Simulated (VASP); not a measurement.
# Ag (R-3m) in VASP: notebook, part 2 of 2

VASP 6.6.1. Earlier steps stand in the parts before.

## Step 4: Single point, PBE

This run uses another cell than the first one, of 18.05 Å³/atom.

INCAR

```
SYSTEM = Ag
PREC = Accurate
ENCUT = 520
EDIFF = 1E-6
ISMEAR = -1
SIGMA = 0.05
LREAL = .False.
LASPH = .True.
NELM = 100
ALGO = Fast
ISIF = 2
LWAVE = .False.
LCHARG = .True.
GGA = PE
LELF = .True.
LVHAR = .True.
NBANDS = 24
```

KPOINTS

```
regular mesh
0
Gamma
  10 10 10
  0 0 0
```

POSCAR

```
Ag
1.0
    1.4730471633      0.8504641763      7.2046500000
   -1.4730471633      0.8504641763      7.2046500000
    0.0000000000     -1.7009283525      7.2046500000
Ag
3
Direct
    0.2222810000      0.2222810000      0.2222810000
    0.7777190000      0.7777190000      0.7777190000
    0.0000000000      0.0000000000      0.0000000000
```

Potentials or basis: VASP PAW PBE potentials, release 64 (Ag).

Run with:

```console
$ cat potpaw_PBE.64/Ag/POTCAR > POTCAR
$ mpirun -np 1 vasp_std > vasp.out
```

OUTCAR:

```text
SYSTEM = Ag
   PREC = Accurate
   ENCUT = 520
   EDIFF = 1E-6
   ISMEAR = -1
   LREAL = .False.
   LASPH = .True.
   NELM = 100
   ISIF = 2
   GGA = PE

 ion  position               nearest neighbor table
   1  0.222  0.222  0.222-   3 2.94   3 2.94   3 2.94   2 2.94   2 2.94   2 2.94
   2  0.778  0.778  0.778-   3 2.94   3 2.94   3 2.94   1 2.94   1 2.94   1 2.94
   3  0.000  0.000  0.000-   2 2.94   1 2.94   2 2.94   2 2.94   1 2.94   1 2.94

  LATTYP: Found a trigonal (rhomboedric) cell.
 ALAT       =     7.4027115899
 COS(alpha) =     0.9208079399

  Lattice vectors:

 A1 = (   1.4730471633,   0.8504641763,   7.2046500000)
 A2 = (  -1.4730471633,   0.8504641763,   7.2046500000)
 A3 = (   0.0000000000,  -1.7009283525,   7.2046500000)

Analysis of symmetry for initial positions (statically):
=====================================================================
 Subroutine PRICEL returns:
 Original cell was already a primitive cell.

 Routine SETGRP: Setting up the symmetry group for a
 trigonal (rhombohedral) supercell.

 Subroutine GETGRP returns: Found 12 space group operations
 (whereof 12 operations were pure point group operations)
 out of a pool of 12 trial point group operations.

The static configuration has the point symmetry D_3d.

Analysis of symmetry for dynamics (positions and initial velocities):
=====================================================================
 Subroutine PRICEL returns:
 Original cell was already a primitive cell.

 Routine SETGRP: Setting up the symmetry group for a
 trigonal (rhombohedral) supercell.

 Subroutine GETGRP returns: Found 12 space group operations
 (whereof 12 operations were pure point group operations)
 out of a pool of 12 trial point group operations.

The dynamic configuration has the point symmetry D_3d.

 Subroutine INISYM returns: Found 12 space group operations
 (whereof 12 operations are pure point group operations),
 and found     1 'primitive' translations

----------------------------------------------------------------------------------------
[... 115 lines left out ...]
     AMIX_MAG =   1.60;   BMIX_MAG =  1.00
  volume/ion in A,a.u.               =      18.05       121.82
  Fermi-wavevector in a.u.,A,eV,Ry     =   1.387929  2.622805 26.209536  1.926347
  Thomas-Fermi vector in A             =   2.512103
   LORBIT       =      0    0 simple, 1 ext, 2 COOP (PROOUT), +10 PAW based schemes
   GGA     = PE    functional components
   LHFCALC =     F    Hartree Fock is set to
   AEXX    =    0.0000 exact exchange contribution
   IVDW    =     0    specifies the selected vdW correction
   LEPSILON=     F    determine dielectric tensor
   LRPA    =     F    only Hartree local field effects (RPA)
 non-spin polarized calculation
 RMM-DIIS sequential band-by-band and
  energy-cutoff  :      520.00
  volume of cell :       54.15
 maximum number of plane-waves:      1494
   NGX = 27   NGY = 27   NGZ = 27

 number of electron      33.0000001 magnetization

 Free energy of the ion-electron system (eV)
  ---------------------------------------------------
  ext. energy  EPLUGINS =         0.00000000
  ---------------------------------------------------
  free energy    TOTEN  =        -8.12880687 eV

  energy without entropy =       -8.12085509  energy(sigma->0) =       -8.12483098

 E-fermi :   7.6150     XC(G=0): -11.8703

 val. band max:        7.6113543401   @ k =  -0.2000  -0.3000   0.1000
 cond. band min:       7.6538651282   @ k =  -0.1000   0.3000   0.1000
 fundamental gap:      0.0425107881
 Fermi energy:         7.6150064888

 k-point     1 :       0.0000    0.0000    0.0000
  band No.  band energies     occupation
      1       0.3048      2.00000
      2       1.7284      2.00000
      3       1.7345      2.00000
      4       3.0479      2.00000
      5       3.0479      2.00000
      6       3.0630      2.00000
[... 637 lines left out ...]
     23      19.5105      0.00000
     24      20.3770      0.00000

 [... further k-points ...]

------------------------ aborting loop because EDIFF is reached ----------------------------------------

  FORCE on cell =-STRESS in cart. coord.  units (eV):
  Direction    XX          YY          ZZ          XY          YZ          ZX
  --------------------------------------------------------------------------------------
  -------------------------------------------------------------------------------------
  Total       -0.1847132     -0.1847132     -0.3620645      0.0000000     -0.0000000      0.0000000
  in kB       -5.4647686     -5.4647686    -10.7117313      0.0000000     -0.0000000      0.0000000
  external PRESSURE =      -7.2137562 kB  Pullay stress =       0.0000000 kB

 VOLUME and BASIS-vectors are now :
 -----------------------------------------------------------------------------
  energy-cutoff  :      520.00
  volume of cell :       54.15
      direct lattice vectors                 reciprocal lattice vectors
     1.473047163  0.850464176  7.204650000     0.339432445  0.195971413  0.046266416
    -1.473047163  0.850464176  7.204650000    -0.339432445  0.195971413  0.046266416
     0.000000000 -1.700928353  7.204650000     0.000000000 -0.391942827  0.046266416

 POSITION                                       TOTAL-FORCE (eV/Angst)
 -----------------------------------------------------------------------------------
      0.00000      0.00000      4.80437         0.000000      0.000000      0.000068
      0.00000      0.00000     16.80958         0.000000     -0.000000     -0.000068
      0.00000      0.00000      0.00000        -0.000000      0.000000      0.000000
 -----------------------------------------------------------------------------------
    total drift:                               -0.000000     -0.000000      0.000000

  FREE ENERGIE OF THE ION-ELECTRON SYSTEM (eV)
  ---------------------------------------------------
  free  energy   TOTEN  =        -8.1288068715 eV

  energy  without entropy=       -8.1208550852  energy(sigma->0) =       -8.12483098
```

stdout:

```text
POSCAR found type information on POSCAR Ag
 POSCAR found :  1 types and       3 ions
 scaLAPACK will be used
 LDA part: xc-table for (Slater+PW92), standard interpolation
 POSCAR, INCAR and KPOINTS ok, starting setup
 FFT: planning ... GRIDC
 FFT: planning ... GRID_SOFT
 FFT: planning ... GRID
 WAVECAR not read
 entering main loop
```

Wall time 11 min (1 thread of Intel Xeon 6975P-C (Granite Rapids), shared host); peak memory 0.47 GiB.

What came out:

* Free energy: -8.1288 eV
* Pressure: -0.7 GPa
* Band gap on the k mesh: zero (an odd number of electrons rules out a gap without spin polarisation)

Stress tensor (GPa, compression positive):
```
-0.55  0.00  0.00
 0.00 -0.55  0.00
 0.00  0.00 -1.07
```

The gap in the log of VASP goes by the Fermi energy; the results here count the filled bands.